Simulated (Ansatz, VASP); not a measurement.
**Two plane-wave programs on CuAu3**

```
CELL_PARAMETERS angstrom
3.98000 0.00000 0.00000
0.00000 3.98000 0.00000
0.00000 0.00000 3.98000
ATOMIC_POSITIONS crystal
Cu 0.00000 0.00000 0.00000
Au 0.00000 0.50000 0.50000
Au 0.50000 0.00000 0.50000
Au 0.50000 0.50000 0.00000
```

Alike in both runs: task relaxation of cell and atoms; functional r2SCAN; k mesh 9 × 9 × 9; occupations fermi-dirac, width 0.05 eV; no spin polarisation.

```csv
,VASP,Ansatz
version,VASP 6.6.1,Ansatz 0.2.0
potentials or method,"VASP PAW PBE potentials, release 64 (Cu, Au)","PAW with Ansatz's default frozen-core files, scalar-relativistic"
plane-wave cutoff (eV),600,500
valence electrons in the cell,44,76
```

```csv
,VASP,Ansatz,Ansatz less VASP
relaxed volume (Å³/atom),16.15,16.12,-0.034
relaxed cell length with the largest relative difference (Å),4.012,4.010,-0.0028
```

VASP's potentials were made for PBE, not for r2SCAN. VASP's potentials hold 44 valence electrons a cell and Ansatz's 76, so a difference there can come from the potentials and not from the codes.

Spin-orbit coupling is off throughout.
